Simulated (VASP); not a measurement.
# BP (F-43m) in VASP: notebook

BP is run at these levels: HF, HSE06; tasks: single point, relaxation of cell and atoms.

Everything below comes from runs of VASP 6.6.1. Logs are shortened: lines on timing, memory, paths and dates and some standing lists are left out, and cuts for length are marked.

**1. The cell of the first run**

The structure is cubic, space group F-43m (No. 216). The conventional cell has a = 4.537 Å, b = 4.537 Å, c = 4.537 Å, α = 90.00°, β = 90.00°, γ = 90.00°. B (site symmetry -43m) has 4 P at 1.96 Å within 2.6 Å. P (site symmetry -43m) has 4 B at 1.96 Å within 2.6 Å.

**2. Single point, HF**

File POSCAR:

```
BP
1.0
    0.0000000000      2.2683156724      2.2683156724
    2.2683156724      0.0000000000      2.2683156724
    2.2683156724      2.2683156724      0.0000000000
B P
1 1
Direct
    0.0000000000      0.0000000000      0.0000000000
    0.2500000000      0.2500000000      0.2500000000
```

File INCAR.step1:

```
SYSTEM = BP
  PREC = Accurate
  ENCUT = 520
  EDIFF = 1E-5
  ISMEAR = 0
  SIGMA = 0.01
  LREAL = .FALSE.
  LASPH = .TRUE.
  NELM = 60
  ALGO = Normal
  ISIF = 2
  LWAVE = .TRUE.
  LCHARG = .FALSE.
  NBANDS = 11
  GGA = PE
```

File INCAR.step2:

```
SYSTEM = BP
  PREC = Accurate
  ENCUT = 520
  EDIFF = 1E-7
  ISMEAR = 0
  SIGMA = 0.01
  LREAL = .FALSE.
  LASPH = .TRUE.
  NELM = 60
  ALGO = Normal
  ISIF = 2
  LWAVE = .FALSE.
  LCHARG = .FALSE.
  GGA = PE
  LHFCALC = .TRUE.
  AEXX = 1.0
  ALDAC = 0.0
  AGGAC = 0.0
  PRECFOCK = Normal
  NBANDS = 11
  ISTART = 1
```

File KPOINTS:

```
Automatic mesh
0
G
  6 6 6
  0 0 0
```

Potentials or basis: VASP PAW PBE potentials, release 64 (B, P).

Launch:

```sh
$ cat potpaw_PBE.64/B/POTCAR potpaw_PBE.64/P/POTCAR > POTCAR
$ cp INCAR.step1 INCAR
$ mpirun -np 1 vasp_std > vasp.out
$ cp INCAR.step2 INCAR
$ mpirun -np 1 vasp_std > vasp.out
```

OUTCAR:

```text
SYSTEM = BP
   PREC = Accurate
   ENCUT = 520
   EDIFF = 1E-7
   ISMEAR = 0
   LREAL = .FALSE.
   LASPH = .TRUE.
   NELM = 60
   ISIF = 2
   GGA = PE
   LHFCALC = .TRUE.
   AEXX = 1.0
   PRECFOCK = Normal
   ISTART = 1

 ion  position               nearest neighbor table
   1  0.000  0.000  0.000-   2 1.96   2 1.96   2 1.96   2 1.96
   2  0.250  0.250  0.250-   1 1.96   1 1.96   1 1.96   1 1.96

  LATTYP: Found a face centered cubic cell.
 ALAT       =     4.5366313448

  Lattice vectors:

 A1 = (   0.0000000000,   2.2683156724,   2.2683156724)
 A2 = (   2.2683156724,   0.0000000000,   2.2683156724)
 A3 = (   2.2683156724,   2.2683156724,   0.0000000000)

Analysis of symmetry for initial positions (statically):
=====================================================================
 Subroutine PRICEL returns:
 Original cell was already a primitive cell.

 Routine SETGRP: Setting up the symmetry group for a
 face centered cubic supercell.

 Subroutine GETGRP returns: Found 24 space group operations
 (whereof 24 operations were pure point group operations)
 out of a pool of 48 trial point group operations.

The static configuration has the point symmetry T_d .

Analysis of symmetry for dynamics (positions and initial velocities):
=====================================================================
 Subroutine PRICEL returns:
 Original cell was already a primitive cell.

 Routine SETGRP: Setting up the symmetry group for a
 face centered cubic supercell.

 Subroutine GETGRP returns: Found 24 space group operations
 (whereof 24 operations were pure point group operations)
 out of a pool of 48 trial point group operations.

The dynamic configuration has the point symmetry T_d .

 Subroutine INISYM returns: Found 24 space group operations
 (whereof 24 operations are pure point group operations),
 and found     1 'primitive' translations

----------------------------------------------------------------------------------------

                                     Primitive cell

  volume of cell :      23.3421

  direct lattice vectors                    reciprocal lattice vectors
     0.000000000  2.268315672  2.268315672    -0.220427873  0.220427873  0.220427873
     2.268315672  0.000000000  2.268315672     0.220427873 -0.220427873  0.220427873
     2.268315672  2.268315672  0.000000000     0.220427873  0.220427873 -0.220427873

  length of vectors
     3.207882788  3.207882788  3.207882788     0.381792276  0.381792276  0.381792276

  position of ions in fractional coordinates (direct lattice)
     0.000000000  0.000000000  0.000000000
     0.250000000  0.250000000  0.250000000

  ion indices of the primitive-cell ions
   primitive index   ion index
                 1           1
                 2           2

----------------------------------------------------------------------------------------

 KPOINTS: Automatic mesh

Automatic generation of k-mesh.
 Grid dimensions read from file:
 generate k-points for:    6    6    6

 Generating k-lattice:

  Cartesian coordinates                     Fractional coordinates (reciprocal lattice)
    -0.036737979  0.036737979  0.036737979     0.166666667  0.000000000  0.000000000
     0.036737979 -0.036737979  0.036737979     0.000000000  0.166666667  0.000000000
     0.036737979  0.036737979 -0.036737979     0.000000000  0.000000000  0.166666667

  Length of vectors
     0.063632046  0.063632046  0.063632046

  Shift w.r.t. Gamma in fractional coordinates (k-lattice)
     0.000000000  0.000000000  0.000000000

 Subroutine IBZKPT returns following result:
 ===========================================

 Found     16 irreducible k-points:

 Following reciprocal coordinates:
            Coordinates               Weight
  0.000000  0.000000  0.000000      1.000000
  0.166667  0.000000  0.000000      8.000000
  0.333333  0.000000  0.000000      8.000000
  0.500000  0.000000  0.000000      4.000000
  0.166667  0.166667  0.000000      6.000000
  0.333333  0.166667  0.000000     24.000000
[... 8 lines left out ...]
 -0.333333  0.333333  0.166667     24.000000
 -0.333333  0.500000  0.166667     12.000000
   k-points           NKPTS =     16   k-points in BZ     NKDIM =    216   number of bands    NBANDS=     11
   number of dos      NEDOS =    301   number of ions     NIONS =      2
   total plane-waves  NPLWV =  13824
   dimension x,y,z NGX =    24 NGY =   24 NGZ =   24
   dimension x,y,z NGXF=    48 NGYF=   48 NGZF=   48
   ions per type =               1   1
   NGX,Y,Z   is equivalent  to a cutoff of  12.44, 12.44, 12.44 a.u.
   NGXF,Y,Z  is equivalent  to a cutoff of  24.88, 24.88, 24.88 a.u.
 SYSTEM =  BP
   PREC   = accura    normal or accurate (medium, high low for compatibility)
   ISTART =      1    job   : 0-new  1-cont  2-samecut
   ICHARG =      0    charge: 1-file 2-atom 10-const
   ISPIN  =      1    spin polarized calculation?
   LNONCOLLINEAR =      F non collinear calculations
   LSORBIT =      F    spin-orbit coupling
   LASPH  =      T    aspherical Exc in radial PAW
   ENCUT  =  520.0 eV  38.22 Ry    6.18 a.u.   5.96  5.96  5.96*2*pi/ulx,y,z
   NELM   =     60;   NELMIN=  2; NELMDL=  0     # of ELM steps
   EDIFF  = 0.1E-06   stopping-criterion for ELM
   LREAL  =      F    real-space projection
   EDIFFG = 0.1E-05   stopping-criterion for IOM
   NSW    =      0    number of steps for IOM
   IBRION =     -1    ionic relax: 0-MD 1-quasi-New 2-CG
   NFREE  =      0    steps in history (QN), initial steepest desc. (CG)
   ISIF   =      2    stress and relaxation
   ISYM   =      3    0-nonsym 1-usesym 2-fastsym
   POTIM  = 0.5000    time-step for ionic-motion
   TEBEG  =    0.0;   TEEND  =   0.0 temperature during run
   PSTRESS=    0.0 pullay stress
   NELECT =       8.0000    total number of electrons
   NUPDOWN=      -1.0000    fix difference up-down
   EMIN   =  10.00;   EMAX   =-10.00  energy-range for DOS
   EFERMI =   0.00;   METHOD = LEGACY
   ISMEAR =     0;   SIGMA  =   0.01  broadening in eV -4-tet -1-fermi 0-gaus
   EFERMI_NEDOS =   21; number of points for ismear=-14 and -15
   IALGO  =     38    algorithm
   IMIX   =      1    mixing-type and parameters
     AMIX     =   0.40;   BMIX     =  1.00
     AMIX_MAG =   1.60;   BMIX_MAG =  1.00
  volume/ion in A,a.u.               =      11.67        78.76
  Fermi-wavevector in a.u.,A,eV,Ry     =   1.145666  2.164995 17.858333  1.312550
  Thomas-Fermi vector in A             =   2.282353
   LORBIT       =      0    0 simple, 1 ext, 2 COOP (PROOUT), +10 PAW based schemes
   GGA     = PE    functional components
   LHFCALC =     T    Hartree Fock is set to
   PRECFOCK=normal    Normal, Fast or Accurate (Low or Medium for compatibility)
   ENCUT4O =  -1.0   cutoff for four orbital integrals eV
   NKREDX  =     1    reduce k-point grid by
   NKREDY  =     1    reduce k-point grid by
   NKREDZ  =     1    reduce k-point grid by
   AEXX    =    1.0000 exact exchange contribution
   HFSCREEN=    0.0000 screening length (either q_TF or 0.3 A-1)
   HFSCREENC=   0.0000 screening length for correlation (either q_TF or 0.3 A-1)
   ENCUTFOCK=  -1.0 apply spherical cutoff to Coloumb kernel
   IVDW    =     0    specifies the selected vdW correction
   LEPSILON=     F    determine dielectric tensor
   LRPA    =     F    only Hartree local field effects (RPA)
 non-spin polarized calculation
 Gauss-broadening in eV      SIGMA  =   0.01
  energy-cutoff  :      520.00
  volume of cell :       23.34
 maximum number of plane-waves:       636
  NGX = 18; NGY = 18; NGZ = 18

 number of electron       8.0000000 magnetization

 Free energy of the ion-electron system (eV)
  ---------------------------------------------------
  ext. energy  EPLUGINS =         0.00000000
  ---------------------------------------------------
  free energy    TOTEN  =       -21.45982875 eV

  energy without entropy =      -21.45982875  energy(sigma->0) =      -21.45982875

 E-fermi :   5.3775     XC(G=0):   0.0000

 val. band max:        5.2648978308   @ k =   0.0000   0.0000   0.0000
 cond. band min:      13.3572291733   @ k =   0.5000   0.5000   0.0000
 fundamental gap:      8.0923313424
 Fermi energy:         5.3775269963

 k-point     1 :       0.0000    0.0000    0.0000
  band No.  band energies     occupation
      1     -16.3946      2.00000
      2       5.2649      2.00000
      3       5.2649      2.00000
      4       5.2649      2.00000
      5      16.1171      0.00000
      6      16.1171      0.00000
      7      16.1171      0.00000
      8      21.6249      0.00000
      9      25.0996      0.00000
     10      26.2860      0.00000
     11      26.2860      0.00000

 k-point     2 :       0.1667    0.0000    0.0000
  band No.  band energies     occupation
      1     -15.7100      2.00000
      2       1.5927      2.00000
      3       4.4702      2.00000
      4       4.4702      2.00000
      5      16.7648      0.00000
      6      17.2542      0.00000
      7      17.2542      0.00000
      8      23.0858      0.00000
      9      24.7865      0.00000
     10      24.7865      0.00000
     11      26.7096      0.00000

 k-point     3 :       0.3333    0.0000    0.0000
  band No.  band energies     occupation
      1     -13.7550      2.00000
      2      -3.9935      2.00000
      3       3.3388      2.00000
      4       3.3388      2.00000
      5      16.6921      0.00000
      6      17.9350      0.00000
      7      17.9350      0.00000
      8      24.3785      0.00000
      9      26.1533      0.00000
     10      26.1533      0.00000
     11      27.8345      0.00000
[... 155 lines left out ...]
 k-point    15 :      -0.3333    0.3333    0.1667
  band No.  band energies     occupation
      1     -10.2058      2.00000
      2      -6.2057      2.00000
      3      -2.0451      2.00000
      4       0.1278      2.00000
      5      17.2346      0.00000
      6      18.8866      0.00000
      7      22.6770      0.00000
      8      23.5231      0.00000
      9      25.0283      0.00000
     10      30.2125      0.00000
     11      33.0745      0.00000

 k-point    16 :      -0.3333    0.5000    0.1667
  band No.  band energies     occupation
      1      -9.2468      2.00000
      2      -6.6200      2.00000
      3      -1.6554      2.00000
      4      -1.5080      2.00000
      5      16.4312      0.00000
      6      17.1450      0.00000
      7      23.5849      0.00000
      8      24.2324      0.00000
      9      28.2896      0.00000
     10      31.8320      0.00000
     11      32.0777      0.00000

------------------------ aborting loop because EDIFF is reached ----------------------------------------

  FORCE on cell =-STRESS in cart. coord.  units (eV):
  Direction    XX          YY          ZZ          XY          YZ          ZX
  --------------------------------------------------------------------------------------
  -------------------------------------------------------------------------------------
  Total        0.5761661      0.5761661      0.5761661      0.0000000      0.0000000      0.0000000
  in kB       39.5473882     39.5473882     39.5473882      0.0000000      0.0000000      0.0000000
  external PRESSURE =      39.5473882 kB  Pullay stress =       0.0000000 kB

 VOLUME and BASIS-vectors are now :
 -----------------------------------------------------------------------------
  energy-cutoff  :      520.00
  volume of cell :       23.34
      direct lattice vectors                 reciprocal lattice vectors
     0.000000000  2.268315672  2.268315672    -0.220427873  0.220427873  0.220427873
     2.268315672  0.000000000  2.268315672     0.220427873 -0.220427873  0.220427873
     2.268315672  2.268315672  0.000000000     0.220427873  0.220427873 -0.220427873

 POSITION                                       TOTAL-FORCE (eV/Angst)
 -----------------------------------------------------------------------------------
      0.00000      0.00000      0.00000         0.000000      0.000000      0.000000
      1.13416      1.13416      1.13416        -0.000000     -0.000000     -0.000000
 -----------------------------------------------------------------------------------
    total drift:                                0.000000      0.000000      0.000000

  FREE ENERGIE OF THE ION-ELECTRON SYSTEM (eV)
  ---------------------------------------------------
  free  energy   TOTEN  =       -21.4598287455 eV

  energy  without entropy=      -21.4598287455  energy(sigma->0) =      -21.45982875
```

Run time: 5.1 min. Hardware: 1 thread of AMD EPYC 9R45 (Zen 5), shared host; peak memory 0.11 GiB.

Results:

```
Free energy            : -21.4598 eV
Pressure               : 4.0 GPa
Band gap on the k mesh : 8.09 eV (least direct gap 10.85 eV)
```

Caveat: the cell stands under pressure; the PAW data sets were made with another functional, which shifts forces and pressure a little. A k mesh can miss the band edges.

**3. Relaxation of cell and atoms, HSE06**

POSCAR is that of step 2.

File INCAR.step1:

```
  PREC = Accurate
  ENCUT = 600
  EDIFF = 1E-5
  ISMEAR = -1
  SIGMA = 0.02
  LREAL = F
  LASPH = T
  NELM = 60
  ALGO = Normal
  LWAVE = T
  LCHARG = F
  GGA = PE
  NBANDS = 11
```

File INCAR.step2:

```
  PREC = Accurate
  ENCUT = 600
  EDIFF = 1E-6
  ISMEAR = -1
  SIGMA = 0.02
  LREAL = F
  LASPH = T
  NELM = 60
  ALGO = Normal
  ISIF = 3
  LWAVE = F
  LCHARG = F
  GGA = PE
  LHFCALC = T
  HFSCREEN = 0.2079
  PRECFOCK = Normal
  IBRION = 2
  NSW = 80
  EDIFFG = -0.005
  ISTART = 1
```

File KPOINTS:

```
Automatic mesh
0
Gamma
  6 6 6
```

Potentials or basis: VASP PAW PBE potentials, release 64 (B, P).

Launch:

```sh
$ cat potpaw_PBE.64/B/POTCAR potpaw_PBE.64/P/POTCAR > POTCAR
$ cp INCAR.step1 INCAR
$ mpirun -np 1 vasp_std > vasp.out
$ cp INCAR.step2 INCAR
$ mpirun -np 1 vasp_std > vasp.out
```

OUTCAR:

```text
PREC = Accurate
   ENCUT = 600
   EDIFF = 1E-6
   ISMEAR = -1
   LREAL = F
   LASPH = T
   NELM = 60
   ISIF = 3
   GGA = PE
   LHFCALC = T
   HFSCREEN = 0.2079
   PRECFOCK = Normal
   IBRION = 2
   NSW = 80
   EDIFFG = -0.005
   ISTART = 1

 ion  position               nearest neighbor table
   1  0.000  0.000  0.000-   2 1.96   2 1.96   2 1.96   2 1.96
   2  0.250  0.250  0.250-   1 1.96   1 1.96   1 1.96   1 1.96

  LATTYP: Found a face centered cubic cell.
 ALAT       =     4.5366313448

  Lattice vectors:

 A1 = (   0.0000000000,   2.2683156724,   2.2683156724)
 A2 = (   2.2683156724,   0.0000000000,   2.2683156724)
 A3 = (   2.2683156724,   2.2683156724,   0.0000000000)

Analysis of symmetry for initial positions (statically):
=====================================================================
 Subroutine PRICEL returns:
 Original cell was already a primitive cell.

 Routine SETGRP: Setting up the symmetry group for a
 face centered cubic supercell.

 Subroutine GETGRP returns: Found 24 space group operations
 (whereof 24 operations were pure point group operations)
 out of a pool of 48 trial point group operations.

[... 151 lines left out ...]

--------------------------------------- Ionic step        1  -------------------------------------------

 number of electron       8.0000000 magnetization

 Free energy of the ion-electron system (eV)
  ---------------------------------------------------
  ext. energy  EPLUGINS =         0.00000000
  ---------------------------------------------------
  free energy    TOTEN  =       -14.82597820 eV

  energy without entropy =      -14.82597820  energy(sigma->0) =      -14.82597820

------------------------ aborting loop because EDIFF is reached ----------------------------------------

  FORCE on cell =-STRESS in cart. coord.  units (eV):
  Direction    XX          YY          ZZ          XY          YZ          ZX
  --------------------------------------------------------------------------------------
  -------------------------------------------------------------------------------------
  Total       -0.2741964     -0.2741964     -0.2741964      0.0000000      0.0000000     -0.0000000
  in kB      -18.8205315    -18.8205315    -18.8205315      0.0000000      0.0000000     -0.0000000
  external PRESSURE =     -18.8205315 kB  Pullay stress =       0.0000000 kB
[... 59 lines left out ...]
--------------------------------------- Ionic step        3  -------------------------------------------

 number of electron       8.0000000 magnetization

 Free energy of the ion-electron system (eV)
  ---------------------------------------------------
  ext. energy  EPLUGINS =         0.00000000
  ---------------------------------------------------
  free energy    TOTEN  =       -14.82748470 eV

  energy without entropy =      -14.82748470  energy(sigma->0) =      -14.82748470

 E-fermi :   7.5771     XC(G=0):  -9.0464

 val. band max:        7.1473575259   @ k =   0.0000   0.0000   0.0000
 cond. band min:       9.1846158352   @ k =   0.5000   0.5000   0.0000
 fundamental gap:      2.0372583093
 Fermi energy:         7.5771144256

 k-point     1 :       0.0000    0.0000    0.0000
  band No.  band energies     occupation
      1     -10.0587      2.00000
      2       7.1474      2.00000
      3       7.1474      2.00000
      4       7.1474      2.00000
      5      11.5020      0.00000
      6      11.5020      0.00000
      7      11.5020      0.00000
      8      16.0262      0.00000
[... 192 lines left out ...]
  FREE ENERGIE OF THE ION-ELECTRON SYSTEM (eV)
  ---------------------------------------------------
  free  energy   TOTEN  =       -14.8274847006 eV

  energy  without entropy=      -14.8274847006  energy(sigma->0) =      -14.82748470

 reached required accuracy - stopping structural energy minimisation
```

Run time: 9.4 min. Hardware: 1 thread of AMD EPYC 9R45 (Zen 5), shared host; peak memory 0.23 GiB.

What came out:

```
Free energy                           : -14.8275 eV
Relaxed volume                        : 11.54 Å³/atom
Relaxed cell                          : a = 3.196 Å, b = 3.196 Å, c = 3.196 Å, α = 60.00°, β = 60.00°, γ = 60.00°
Space group after relaxing (to 0.1 Å) : F-43m (No. 216)
Energy gained by relaxing             : 0.8 meV/atom
Ionic steps                           : 3
Pressure after relaxing               : 0.0 GPa
Band gap on the k mesh                : 2.04 eV (least direct gap 4.35 eV)
```

Step by step:
| step | energy change (eV) | largest force (eV/Å) | pressure (GPa) | volume (Å³) |
| --- | --- | --- | --- | --- |
| 1 | 0.0000 | 0.0000 | -1.88 | 23.34 |
| 2 | -0.0005 | 0.0000 | 1.57 | 22.88 |
| 3 | -0.0015 | 0.0000 | 0.01 | 23.09 |

Final structure:
```xyz
2
Lattice="0.0000 2.2601 2.2601 2.2601 0.0000 2.2601 2.2601 2.2601 0.0000" Properties=species:S:1:pos:R:3 pbc="T T T"
B     0.0000    0.0000    0.0000
P     1.1300    1.1300    1.1300
```

Caveat: the PAW data sets were made with another functional, which shifts forces and pressure a little.
